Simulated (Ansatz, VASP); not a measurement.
## Yb in VASP and in Ansatz

```
Yb
1.0
     3.38756    0.00000    0.00000
     0.00000    3.38756    0.00000
     0.00000    0.00000    3.38756
Yb
1
Direct
  0.00000 0.00000 0.00000
```

Alike in both runs: functional PBE; k mesh 10 × 10 × 10; occupations fermi-dirac, width 0.05 eV; no spin polarisation.

Ansatz relaxed the structure, and its values are those at the end. VASP's run is a single point on that final structure, the one shown.

|  | VASP | Ansatz |
| --- | --- | --- |
| version | VASP 6.6.1 | Ansatz 0.2.0 |
| potentials or method | VASP PAW PBE potentials, release 64 (Yb) | PAW with Ansatz's default frozen-core files, scalar-relativistic |
| plane-wave cutoff (eV) | 520 | 420 |
| valence electrons in the cell | 24 | 24 |

Ansatz gave:

| Quantity | Value |
| --- | --- |
| pressure (GPa) | 0.0 |

Estimate VASP's values.

pressure (GPa): -0.2.

Neither program's run includes spin-orbit coupling.
